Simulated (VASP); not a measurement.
A run of VASP 6.6.1 is set up as follows.

INCAR

```
PREC = Accurate ; ENCUT = 520
EDIFF = 1E-6 ; ISMEAR = -5
SIGMA = 0.1 ; LREAL = F
LASPH = T ; NELM = 150
ALGO = Normal ; ISIF = 2
LWAVE = F ; LCHARG = T
ISPIN = 2 ; MAGMOM = 0.19 0.15
LORBIT = 11 ; LDAU = T
LDAUTYPE = 2 ; LDAUL = 2 -1
LDAUU = 6.4 0 ; LDAUJ = 0 0
LDAUPRINT = 1 ; GGA = PE
LELF = T ; LVHAR = T
NBANDS = 24 ; NELECT = 29.0
```

KPOINTS

```
regular mesh
0
Gamma
  3 3 3
```

POSCAR

```
GaGe
1.0
    0.0000000000      2.8978440000      2.8978440000
    2.8978440000      0.0000000000      2.8978440000
    2.8978440000      2.8978440000      0.0000000000
Ga Ge
1 1
Direct
    0.7500000000      0.7500000000      0.7500000000
    0.0000000000      0.0000000000      0.0000000000
```

Potentials or basis: VASP PAW PBE potentials, release 64 (Ga_d, Ge_d).

The run is started by

```sh
$ cat potpaw_PBE.64/Ga_d/POTCAR potpaw_PBE.64/Ge_d/POTCAR > POTCAR
$ mpirun -np 1 vasp_std > vasp.out
```

Predict the net moment.

0.00 μB per cell.

Eigenvalues of the final occupation matrices:
| site | spin | trace | eigenvalues |
| --- | --- | --- | --- |
| site 1 d | 1 | 5.04 | 1.00 1.00 1.01 1.01 1.01 |
| site 1 d | 2 | 5.04 | 1.00 1.00 1.01 1.01 1.01 |

Caveat: the k points lie up to 0.63 Å⁻¹ apart; the cell is charged against a uniform background, so pressure and absolute levels hang on convention; the U is typed as a test and isn't derived for this compound. The state reached can hang on the start; a lower one may exist.
